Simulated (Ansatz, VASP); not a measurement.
# Ga: VASP beside Ansatz

Contents of INCAR:

```
PREC = Accurate
ENCUT = 520
EDIFF = 1E-6
ISMEAR = -1
SIGMA = 0.1
LREAL = F
LASPH = T
NELM = 100
ALGO = Normal
ISIF = 2
LWAVE = F
LCHARG = F
GGA = RE
NBANDS = 12
```

File KPOINTS:

```
Automatic mesh
0
Gamma
  13 13 13
```

POSCAR

```
Ga
1.0
    2.7502055349      0.0000000000      0.0000000000
    0.0000000000      2.7502055349      0.0000000000
    0.0000000000      0.0000000000      2.7502055349
Ga
1
Direct
    0.0000000000      0.0000000000      0.0000000000
```

Input for Ansatz:

```yaml
crystal:
  lattice:
    - [2.7502055349, 0.0, 0.0]
    - [0.0, 2.7502055349, 0.0]
    - [0.0, 0.0, 2.7502055349]
  atoms:
    - { symbol: Ga, position: [0.0, 0.0, 0.0] }
hamiltonian:
  xc: revpbe
  pseudopotentials:
    kind: paw
    azcp:
      Ga: "pseudopotentials/Ga.paw.azcp"
basis:
  ecutwfc: 420
  fft_grid_basis: typed
kpoints:
  mp_grid: { grid: [13, 13, 13], shift: [0, 0, 0] }
magnetization:
  spin_polarized: false
scf:
  occupations: { method: fermi_dirac, width: 0.1 }
  lower_state_search: "off"
output:
  stress: true
```

Alike in both runs: task single point; functional revPBE; k mesh 13 × 13 × 13; occupations fermi-dirac, width 0.1 eV; no spin polarisation.

|  | VASP | Ansatz |
| --- | --- | --- |
| version | VASP 6.6.1 | Ansatz 0.2.0 |
| potentials or method | VASP PAW PBE potentials, release 64 (Ga_d), cutoff 520 eV | plane waves (420 eV) with PAW, scalar-relativistic |
| valence electrons in the cell | 13 | 13 |

|  | VASP | Ansatz | Ansatz less VASP |
| --- | --- | --- | --- |
| pressure (GPa) | -0.1 | -0.2 | -0.08 |

VASP's potentials were made for PBE, not for revPBE.
